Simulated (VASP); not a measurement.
# Al2GaP2 (P4/mmm) in VASP: further runs

Al2GaP2 is run at these levels: PBE; tasks: single point, relaxation of cell and atoms.

Program: VASP 6.6.1. These are calculated values, not measurements. Logs are shortened: lines on timing, memory, paths and dates and some standing lists are left out, and cuts for length are marked.

**1. The cell of the first run**

Symmetry: P4/mmm, No. 123, tetragonal system. Conventional cell: a = 3.673 Å, b = 3.673 Å, c = 7.641 Å, α = 90.00°, β = 90.00°, γ = 90.00°. Within 2.0 Å of Al (site symmetry 4mm) lie 1 P at 1.47 Å. Ga (site symmetry 4/mmm) has 4 P at 2.60 Å and 8 Al at 3.50 Å within 3.5 Å. P (site symmetry 4/mmm) has 2 Al at 2.35 Å and 4 Ga at 2.60 Å within 3.1 Å. Within 2.0 Å of P (site symmetry 4/mmm) lie 2 Al at 1.47 Å.

The cell was built from a structure type or drawn by symmetry, and may not be a known phase.

**2. Single point, PBE**

Input file INCAR:

```
ALGO = Normal
EDIFF = 1E-6
ENCUT = 520
GGA = PE
ISIF = 2
ISMEAR = 0
LASPH = T
LCHARG = F
LREAL = F
LWAVE = F
NBANDS = 22
NELM = 80
PREC = Accurate
SIGMA = 0.1
```

Input file KPOINTS:

```
k-points
0
Gamma
  6 6 2
```

Input file POSCAR:

```
Al2GaP2
1.0
    3.6727103200      0.0000000000      0.0000000000
    0.0000000000      3.6727103200      0.0000000000
    0.0000000000      0.0000000000      7.6405632900
Al Ga P
2 1 2
Direct
    0.5000000000      0.5000000000      0.8070443100
    0.5000000000      0.5000000000      0.1929556900
    0.0000000000      0.0000000000      0.5000000000
    0.5000000000      0.5000000000      0.5000000000
    0.5000000000      0.5000000000      0.0000000000
```

Potentials or basis: VASP PAW PBE potentials, release 64 (Al, Ga_d, P).

Launch:

```
$ cat potpaw_PBE.64/Al/POTCAR potpaw_PBE.64/Ga_d/POTCAR potpaw_PBE.64/P/POTCAR > POTCAR
$ mpirun -np 1 vasp_std > vasp.out
```

OUTCAR:

```text
EDIFF = 1E-6
   ENCUT = 520
   GGA = PE
   ISIF = 2
   ISMEAR = 0
   LASPH = T
   LREAL = F
   NELM = 80
   PREC = Accurate

 ion  position               nearest neighbor table
   1  0.500  0.500  0.807-   5 1.47   4 2.35   2 2.95
   2  0.500  0.500  0.193-   5 1.47   4 2.35   1 2.95
   3  0.000  0.000  0.500-   4 2.60   4 2.60   4 2.60   4 2.60
   4  0.500  0.500  0.500-   1 2.35   2 2.35   3 2.60   3 2.60   3 2.60   3 2.60
   5  0.500  0.500  0.000-   1 1.47   2 1.47

 -----------------------------------------------------------------------------
|                                                                             |
|           W    W    AA    RRRRR   N    N  II  N    N   GGGG   !!!           |
|           W    W   A  A   R    R  NN   N  II  NN   N  G    G  !!!           |
|           W    W  A    A  R    R  N N  N  II  N N  N  G       !!!           |
|           W WW W  AAAAAA  RRRRR   N  N N  II  N  N N  G  GGG   !            |
|           WW  WW  A    A  R   R   N   NN  II  N   NN  G    G                |
|           W    W  A    A  R    R  N    N  II  N    N   GGGG   !!!           |
|                                                                             |
|     The distance between some ions is very small. Please check the          |
|     nearest-neighbor list in the OUTCAR file.                               |
|     I HOPE YOU KNOW WHAT YOU ARE DOING!                                     |
|                                                                             |
 -----------------------------------------------------------------------------

  LATTYP: Found a simple tetragonal cell.
 ALAT       =     3.6727103200
 C/A-ratio  =     2.0803609935

  Lattice vectors:

 A1 = (   3.6727103200,   0.0000000000,   0.0000000000)
 A2 = (   0.0000000000,   3.6727103200,   0.0000000000)
 A3 = (   0.0000000000,   0.0000000000,   7.6405632900)

Analysis of symmetry for initial positions (statically):
=====================================================================
 Subroutine PRICEL returns:
 Original cell was already a primitive cell.

 Routine SETGRP: Setting up the symmetry group for a
 simple tetragonal supercell.

 Subroutine GETGRP returns: Found 16 space group operations
 (whereof 16 operations were pure point group operations)
 out of a pool of 16 trial point group operations.

The static configuration has the point symmetry D_4h.

Analysis of symmetry for dynamics (positions and initial velocities):
=====================================================================
 Subroutine PRICEL returns:
 Original cell was already a primitive cell.

 Routine SETGRP: Setting up the symmetry group for a
 simple tetragonal supercell.

 Subroutine GETGRP returns: Found 16 space group operations
 (whereof 16 operations were pure point group operations)
 out of a pool of 16 trial point group operations.

The dynamic configuration has the point symmetry D_4h.

 Subroutine INISYM returns: Found 16 space group operations
 (whereof 16 operations are pure point group operations),
 and found     1 'primitive' translations

----------------------------------------------------------------------------------------

                                     Primitive cell

  volume of cell :     103.0620

  direct lattice vectors                    reciprocal lattice vectors
     3.672710320  0.000000000  0.000000000     0.272278485  0.000000000  0.000000000
     0.000000000  3.672710320  0.000000000     0.000000000  0.272278485  0.000000000
     0.000000000  0.000000000  7.640563290     0.000000000  0.000000000  0.130880403

  length of vectors
     3.672710320  3.672710320  7.640563290     0.272278485  0.272278485  0.130880403

  position of ions in fractional coordinates (direct lattice)
     0.500000000  0.500000000  0.807044310
     0.500000000  0.500000000  0.192955690
     0.000000000  0.000000000  0.500000000
     0.500000000  0.500000000  0.500000000
     0.500000000  0.500000000  0.000000000

  ion indices of the primitive-cell ions
   primitive index   ion index
                 1           1
                 2           2
                 3           3
                 4           4
                 5           5

----------------------------------------------------------------------------------------

 KPOINTS: k-points

Automatic generation of k-mesh.
 Grid dimensions read from file:
 generate k-points for:    6    6    2

 Generating k-lattice:

  Cartesian coordinates                     Fractional coordinates (reciprocal lattice)
     0.045379747  0.000000000  0.000000000     0.166666667  0.000000000  0.000000000
     0.000000000  0.045379747  0.000000000     0.000000000  0.166666667  0.000000000
     0.000000000  0.000000000  0.065440201     0.000000000  0.000000000  0.500000000

  Length of vectors
     0.045379747  0.045379747  0.065440201

  Shift w.r.t. Gamma in fractional coordinates (k-lattice)
     0.000000000  0.000000000  0.000000000

 Subroutine IBZKPT returns following result:
 ===========================================

 Found     20 irreducible k-points:

 Following reciprocal coordinates:
            Coordinates               Weight
  0.000000  0.000000  0.000000      1.000000
  0.166667  0.000000  0.000000      4.000000
  0.333333  0.000000  0.000000      4.000000
  0.500000  0.000000  0.000000      2.000000
  0.166667  0.166667  0.000000      4.000000
  0.333333  0.166667  0.000000      8.000000
[... 12 lines left out ...]
  0.500000  0.333333  0.500000      4.000000
  0.500000  0.500000  0.500000      1.000000
   k-points           NKPTS =     20   k-points in BZ     NKDIM =     20   number of bands    NBANDS=     22
   number of dos      NEDOS =    301   number of ions     NIONS =      5
   total plane-waves  NPLWV =  47040
   dimension x,y,z NGX =    28 NGY =   28 NGZ =   60
   dimension x,y,z NGXF=    56 NGYF=   56 NGZF=  120
   ions per type =               2   1   2
   NGX,Y,Z   is equivalent  to a cutoff of  12.67, 12.67, 13.06 a.u.
   NGXF,Y,Z  is equivalent  to a cutoff of  25.35, 25.35, 26.11 a.u.
 SYSTEM =  unknown system
   PREC   = accura    normal or accurate (medium, high low for compatibility)
   ISTART =      0    job   : 0-new  1-cont  2-samecut
   ICHARG =      2    charge: 1-file 2-atom 10-const
   ISPIN  =      1    spin polarized calculation?
   LNONCOLLINEAR =      F non collinear calculations
   LSORBIT =      F    spin-orbit coupling
   LASPH  =      T    aspherical Exc in radial PAW
   ENCUT  =  520.0 eV  38.22 Ry    6.18 a.u.   6.83  6.83 14.21*2*pi/ulx,y,z
   NELM   =     80;   NELMIN=  2; NELMDL= -5     # of ELM steps
   EDIFF  = 0.1E-05   stopping-criterion for ELM
   LREAL  =      F    real-space projection
   EDIFFG = 0.1E-04   stopping-criterion for IOM
   NSW    =      0    number of steps for IOM
   IBRION =     -1    ionic relax: 0-MD 1-quasi-New 2-CG
   NFREE  =      0    steps in history (QN), initial steepest desc. (CG)
   ISIF   =      2    stress and relaxation
   ISYM   =      2    0-nonsym 1-usesym 2-fastsym
   POTIM  = 0.5000    time-step for ionic-motion
   TEBEG  =    0.0;   TEEND  =   0.0 temperature during run
   PSTRESS=    0.0 pullay stress
   NELECT =      29.0000    total number of electrons
   NUPDOWN=      -1.0000    fix difference up-down
   EMIN   =  10.00;   EMAX   =-10.00  energy-range for DOS
   EFERMI =   0.00;   METHOD = LEGACY
   ISMEAR =     0;   SIGMA  =   0.10  broadening in eV -4-tet -1-fermi 0-gaus
   EFERMI_NEDOS =   21; number of points for ismear=-14 and -15
   IALGO  =     38    algorithm
   IMIX   =      4    mixing-type and parameters
     AMIX     =   0.40;   BMIX     =  1.00
     AMIX_MAG =   1.60;   BMIX_MAG =  1.00
  volume/ion in A,a.u.               =      20.61       139.10
  Fermi-wavevector in a.u.,A,eV,Ry     =   1.072773  2.027247 15.658161  1.150842
  Thomas-Fermi vector in A             =   2.208553
   LORBIT       =      0    0 simple, 1 ext, 2 COOP (PROOUT), +10 PAW based schemes
   GGA     = PE    functional components
   LHFCALC =     F    Hartree Fock is set to
   AEXX    =    0.0000 exact exchange contribution
   IVDW    =     0    specifies the selected vdW correction
   LEPSILON=     F    determine dielectric tensor
   LRPA    =     F    only Hartree local field effects (RPA)
 non-spin polarized calculation
 Gauss-broadening in eV      SIGMA  =   0.10
  energy-cutoff  :      520.00
  volume of cell :      103.06
 maximum number of plane-waves:      2812
 NGX is ok and might be reduce to    28
   NGX = 13   NGY = 13   NGZ = 29

 number of electron      28.9999995 magnetization

 Free energy of the ion-electron system (eV)
  ---------------------------------------------------
  ext. energy  EPLUGINS =         0.00000000
  ---------------------------------------------------
  free energy    TOTEN  =         2.61641325 eV

  energy without entropy =        2.63596056  energy(sigma->0) =        2.62618691

 E-fermi :   5.3635     XC(G=0):  -9.2603

 val. band max:        5.3557442825   @ k =   0.3333   0.1667   0.5000
 cond. band min:       5.3811236793   @ k =   0.3333   0.0000   0.5000
 fundamental gap:      0.0253793967
 Fermi energy:         5.3635036321

 k-point     1 :       0.0000    0.0000    0.0000
  band No.  band energies     occupation
      1      -9.5934      2.00000
      2      -9.4774      2.00000
      3      -9.4705      2.00000
      4      -9.4603      2.00000
      5      -9.4603      2.00000
      6      -7.9488      2.00000
[... 14 lines left out ...]
     21      10.2418      0.00000
     22      10.9693      0.00000

 k-point     2 :       0.1667    0.0000    0.0000
  band No.  band energies     occupation
      1      -9.5693      2.00000
      2      -9.4805      2.00000
      3      -9.4679      2.00000
      4      -9.4668      2.00000
      5      -9.4596      2.00000
      6      -7.8120      2.00000
[... 14 lines left out ...]
     21      10.1204      0.00000
     22      10.9833      0.00000
[... 423 lines left out ...]
     21      10.3404      0.00000
     22      11.0756      0.00000

 k-point    20 :       0.5000    0.5000    0.5000
  band No.  band energies     occupation
      1      -9.6575      2.00000
      2      -9.4793      2.00000
      3      -9.4775      2.00000
      4      -9.4775      2.00000
      5      -9.3962      2.00000
      6      -6.7800      2.00000
[... 14 lines left out ...]
     21       9.5238      0.00000
     22      10.5942      0.00000

------------------------ aborting loop because EDIFF is reached ----------------------------------------

  FORCE on cell =-STRESS in cart. coord.  units (eV):
  Direction    XX          YY          ZZ          XY          YZ          ZX
  --------------------------------------------------------------------------------------
  -------------------------------------------------------------------------------------
  Total       -0.1095443     -0.1095443    134.1988848      0.0000000      0.0000000      0.0000000
  in kB       -1.7029491     -1.7029491   2086.2231534      0.0000000      0.0000000      0.0000000
  external PRESSURE =     694.2724184 kB  Pullay stress =       0.0000000 kB

 VOLUME and BASIS-vectors are now :
 -----------------------------------------------------------------------------
  energy-cutoff  :      520.00
  volume of cell :      103.06
      direct lattice vectors                 reciprocal lattice vectors
     3.672710320  0.000000000  0.000000000     0.272278485  0.000000000  0.000000000
     0.000000000  3.672710320  0.000000000     0.000000000  0.272278485  0.000000000
     0.000000000  0.000000000  7.640563290     0.000000000  0.000000000  0.130880403

 POSITION                                       TOTAL-FORCE (eV/Angst)
 -----------------------------------------------------------------------------------
      1.83636      1.83636      6.16627         0.000000     -0.000000    -46.003394
      1.83636      1.83636      1.47429         0.000000      0.000000     46.003394
      0.00000      0.00000      3.82028         0.000000      0.000000      0.000000
      1.83636      1.83636      3.82028         0.000000      0.000000      0.000000
      1.83636      1.83636      0.00000         0.000000      0.000000      0.000000
 -----------------------------------------------------------------------------------
    total drift:                               -0.000000      0.000000      0.000000

  FREE ENERGIE OF THE ION-ELECTRON SYSTEM (eV)
  ---------------------------------------------------
  free  energy   TOTEN  =         2.6164132507 eV

  energy  without entropy=        2.6359605634  energy(sigma->0) =        2.62618691
```

It took 71 s on 1 thread of Intel Xeon 8259CL, shared host; peak memory 0.22 GiB.

Results:

```
Free energy            : 2.6164 eV
Pressure               : 69.4 GPa
Largest force          : 46.003 eV/Å
Band gap on the k mesh : zero (an odd number of electrons rules out a gap without spin polarisation)
```

Forces on the atoms (eV/Å):
```
Al    0.000   0.000 -46.003
Al    0.000   0.000  46.003
Ga    0.000   0.000   0.000
P     0.000   0.000   0.000
P     0.000   0.000   0.000
```

Caveat: the k points lie up to 0.41 Å⁻¹ apart, too coarse for converged energies and pressures of a metal; atoms lie so close that the PAW spheres overlap strongly, which falsifies energies and pressures; forces of over 1 eV/Å act on the atoms, so gaps and moduli don't describe the material at rest.

**3. Single point, PBE**

This run uses another cell than the first one, of 21.82 Å³/atom.

Input file INCAR:

```
SYSTEM = Al2GaP2
PREC = Accurate
ENCUT = 520
EDIFF = 1E-6
ISMEAR = 0
SIGMA = 0.1
LREAL = .FALSE.
LASPH = .TRUE.
NELM = 60
ALGO = Normal
ISIF = 2
LWAVE = .FALSE.
LCHARG = .FALSE.
GGA = PE
NBANDS = 22
```

Input file KPOINTS:

```
regular mesh
0
G
  6 6 2
  0 0 0
```

Input file POSCAR:

```
Al2GaP2
1.0
    3.3614115600      0.0000000000      0.0000000000
    0.0000000000      3.3614115600      0.0000000000
    0.0000000000      0.0000000000      9.6561720998
Al Ga P
2 1 2
Direct
    0.5000000000      0.5000000000      0.7563526149
    0.5000000000      0.5000000000      0.2436473851
    0.0000000000      0.0000000000      0.5000000000
    0.5000000000      0.5000000000      0.5000000000
    0.5000000000      0.5000000000      0.0000000000
```

Potentials or basis: VASP PAW PBE potentials, release 64 (Al, Ga_d, P).

Launch:

```
$ cat potpaw_PBE.64/Al/POTCAR potpaw_PBE.64/Ga_d/POTCAR potpaw_PBE.64/P/POTCAR > POTCAR
$ mpirun -np 1 vasp_std > vasp.out
```

Wall time 84 s (1 thread of Intel Xeon 8259CL, shared host); peak memory 0.24 GiB.

Results (log left out):

```yaml
Free_energy: -18.5320 eV
Pressure: 0.0 GPa
Band_gap_on_the_k_mesh: zero (an odd number of electrons rules out a gap without spin polarisation)
```

Forces in eV/Å, atoms in the order of the input:
```
Al   0.000  0.000  0.002
Al   0.000  0.000 -0.002
Ga   0.000  0.000  0.000
P    0.000  0.000  0.000
P    0.000  0.000  0.000
```

Levels at points of the mesh, in eV from the Fermi level:
```
           k point  band 12  band 13  band 14  band 15  band 16  band 17
(0.00, 0.00, 0.00)    -2.23    -0.38     1.10     1.10     1.12     3.55
(0.50, 0.00, 0.00)    -2.70    -1.93    -0.01     0.48     1.69     1.72
(0.50, 0.50, 0.00)    -2.88    -2.42    -2.42    -0.28    -0.28     0.58
(0.00, 0.00, 0.50)    -1.51    -1.40    -0.37     1.08     1.08     3.77
(0.50, 0.00, 0.50)    -1.84    -1.03    -0.01     0.03     0.47     1.71
(0.50, 0.50, 0.50)    -3.68    -2.49    -2.49     0.59     0.59     0.65
```

(Part 1 of 2 ends here.)
